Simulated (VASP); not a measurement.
# P: single point with PBE

Crystal: P.

```
CELL_PARAMETERS angstrom
0.00000 3.15599 3.15599
3.15599 0.00000 3.15599
3.15599 3.15599 0.00000
ATOMIC_POSITIONS crystal
P 0.50000 0.50000 0.50000
P 0.75000 0.75000 0.75000
```

- Program: VASP 6.6.1
- Task: single point
- Functional: PBE
- Potentials or basis: VASP PAW PBE potentials, release 64 (P)
- Cutoff: 520 eV
- k mesh: 6 × 6 × 6
- Occupations: gaussian, width 0.1 eV
- Spin: no spin polarisation

| Property | Result |
| --- | --- |
| Pressure | -10.3 GPa |
| Band gap on the k mesh | zero (band 5 reaches 2.25 eV, above the bottom of band 6 at 1.53 eV) |

Levels at points of the mesh, in eV from the Fermi level:
| k point | band 3 | band 4 | band 5 | band 6 | band 7 | band 8 |
| --- | --- | --- | --- | --- | --- | --- |
| (0.00, 0.00, 0.00) | -2.03 | -2.03 | -2.03 | 0.40 | 0.40 | 0.40 |
| (0.50, 0.00, 0.00) | -2.72 | -2.72 | -2.43 | 1.42 | 1.42 | 3.25 |
| (0.50, 0.50, 0.00) | -3.51 | -3.51 | -0.54 | -0.54 | 3.48 | 3.48 |

Run time: 9.7 s on 1 thread of Intel Xeon 6975P-C, on a shared host, peak memory 0.19 GiB.
